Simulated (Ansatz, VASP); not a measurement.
## As: VASP beside Ansatz

File INCAR:

```
PREC = Accurate
ENCUT = 520
EDIFF = 1E-6
ISMEAR = -1
SIGMA = 0.05
LREAL = False
LASPH = True
NELM = 100
ALGO = Normal
ISIF = 2
LWAVE = False
LCHARG = False
GGA = PS
NBANDS = 8
```

The input KPOINTS:

```
regular mesh
0
Gamma
  8 8 8
```

POSCAR

```
As
1.0
    2.6496081095      0.0000000000      0.0000000000
    0.0000000000      2.6496081095      0.0000000000
    0.0000000000      0.0000000000      2.7036817444
As
1
Direct
    0.5000000000      0.5000000000      0.5000000000
```

Contents of input.yaml:

```yaml
crystal:
  lattice:
    - [2.6496081095, 0.0, 0.0]
    - [0.0, 2.6496081095, 0.0]
    - [0.0, 0.0, 2.7036817444]
  atoms:
    - { symbol: As, position: [0.5, 0.5, 0.5] }
hamiltonian:
  xc: pbesol
  pseudopotentials: { kind: paw }
kpoints:
  mp_grid: { grid: [8, 8, 8] }
scf:
  occupations: { method: fermi_dirac, width: 0.05 }
output:
  forces: true
  stress: true
  eigenvalues: true
```

Alike in both runs: task single point; functional PBEsol; k mesh 8 × 8 × 8; occupations fermi-dirac, width 0.05 eV; no spin polarisation.

|  | VASP | Ansatz |
| --- | --- | --- |
| version | VASP 6.6.1 | Ansatz 0.2.0 |
| potentials or method | VASP PAW PBE potentials, release 64 (As) | Ansatz PAW |
| plane-wave cutoff (eV) | 520 | 420 |
| valence electrons in the cell | 5 | 15 |

|  | VASP | Ansatz | Ansatz less VASP |
| --- | --- | --- | --- |
| gap on the k mesh at the Fermi level (eV) | none | none | - |
| pressure (GPa) | 3.8 | 3.4 | -0.41 |
| traceless stress, the component that is largest in VASP (GPa) | -1.35 | -1.31 | +0.046 |

VASP's potentials were made for PBE, not for PBEsol. A gap of «none» marks a metal or a gap that the smearing closes. VASP's potentials hold 5 valence electrons a cell and Ansatz's 15, so a difference there can come from the potentials and not from the codes.
